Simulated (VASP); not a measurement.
Input of a VASP 6.6.1 run:

The input INCAR:

```
SYSTEM = Au
PREC     = Accurate       ! precision mode
ENCUT    = 520            ! plane-wave cutoff, eV
EDIFF    = 1E-7           ! SCF threshold, eV
ISMEAR   = -1             ! smearing method
SIGMA    = 0.05           ! smearing width, eV
LREAL    = .FALSE.        ! projectors in reciprocal space
LASPH    = .TRUE.         ! aspherical terms in the spheres
NELM     = 100            ! most SCF steps
ALGO     = Normal         ! electronic algorithm
ISIF     = 2              ! what is computed and relaxed
LWAVE    = .FALSE.        ! write WAVECAR
LCHARG   = .FALSE.        ! write CHGCAR
GGA      = PE             ! functional
NBANDS   = 18             ! bands
```

File KPOINTS:

```
regular mesh
0
G
  12 12 12
  0 0 0
```

Contents of POSCAR:

```
Au
1.0
    0.0000000000      2.3258452984      2.3258452984
    2.3258452984      0.0000000000      2.3258452984
    2.3258452984      2.3258452984      0.0000000000
Au
2
Direct
   -0.1250000000     -0.1250000000     -0.1250000000
    0.1250000000      0.1250000000      0.1250000000
```

Potentials or basis: VASP PAW PBE potentials, release 64 (Au).

The run is started by

```bash
$ cat potpaw_PBE.64/Au/POTCAR > POTCAR
$ mpirun -np 1 vasp_std > vasp.out
```

(1) Estimate the band gap on the k mesh.

(2) Predict the pressure.

## Answers

(1) zero (band 11 reaches 17.02 eV, above the bottom of band 12 at 16.22 eV).

(2) 417.7 GPa.

Caveat: spin-orbit coupling is left out, which moves the levels of the heavy elements.
